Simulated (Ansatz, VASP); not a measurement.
**One calculation of Sn3Te, two programs**

```
Sn Te
1.0
     3.33876    0.00000    0.00000
     0.00000    3.33876    0.00000
     0.00000    0.00000   10.30949
Sn Te
3 1
Direct
  0.50000 0.50000 0.73185
  0.00000 0.00000 0.50000
  0.50000 0.50000 0.26815
  0.00000 0.00000 0.00000
```

Change from the starting cell: species swapped into the Dy3Mg type (P4/mmm, No. 123).

Alike in both runs: functional PBE; k mesh 4 × 4 × 2; occupations gaussian, width 0.1 eV; no spin polarisation.

Ansatz relaxed the structure, and its values are those at the end. VASP's run is a single point on that final structure, the one shown.

|  | VASP | Ansatz |
| --- | --- | --- |
| version | VASP 6.6.1 | Ansatz 0.2.0 |
| potentials or method | VASP PAW PBE potentials, release 64 (Sn_d, Te), cutoff 520 eV | scalar-relativistic, plane waves, PAW |
| valence electrons in the cell | 48 | 58 |

```tsv
	VASP	Ansatz	Ansatz less VASP
gap on the k mesh at the Fermi level (eV)	none	none	-
pressure (GPa)	-0.3	-0.3	+0.05
rms of the force components (eV/Å)	0.006	0.007	+0.0006
```

A gap of «none» marks a metal or a gap that the smearing closes. The functional is the same, so the differences come from potentials, cutoffs and numerics. VASP's potentials hold 48 valence electrons a cell and Ansatz's 58, so a difference there can come from the potentials and not from the codes.

The k mesh is coarse, so the values compare programs but aren't converged. Spin-orbit coupling is off throughout.
